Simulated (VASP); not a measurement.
Input of a VASP 6.6.1 run:

The input INCAR:

```
PREC = Accurate
ENCUT = 600
EDIFF = 1E-6
ISMEAR = 0
SIGMA = 0.1
LREAL = F
LASPH = T
NELM = 120
ALGO = Normal
ISIF = 2
LWAVE = F
LCHARG = F
GGA = PE
NBANDS = 30
GGA_COMPAT = F
```

The input KPOINTS:

```
regular mesh
0
Gamma
  4 4 4
```

The input POSCAR:

```
BeS3
1.0
    4.8908584056      0.0000000000      0.0000000000
    0.0000000000      4.8908584056      0.0000000000
    0.0000000000      0.0000000000      4.8908584056
Be S
2 6
Direct
    0.0000000000      0.0000000000      0.0000000000
    0.5000000000      0.5000000000      0.5000000000
    0.0000000000      0.5000000000      0.2500000000
    0.0000000000      0.5000000000      0.7500000000
    0.2500000000      0.0000000000      0.5000000000
    0.7500000000      0.0000000000      0.5000000000
    0.5000000000      0.7500000000      0.0000000000
    0.5000000000      0.2500000000      0.0000000000
```

Potentials or basis: VASP PAW PBE potentials, release 64 (Be, S).

Launch:

```sh
$ cat potpaw_PBE.64/Be/POTCAR potpaw_PBE.64/S/POTCAR > POTCAR
$ mpirun -np 1 vasp_std > vasp.out
```

(1) What does it give for the pressure?

(2) What does it give for the band gap on the k mesh?

Results:

(1) -0.5 GPa.

(2) zero (bands 20 and 21 overlap by 1.00 eV).
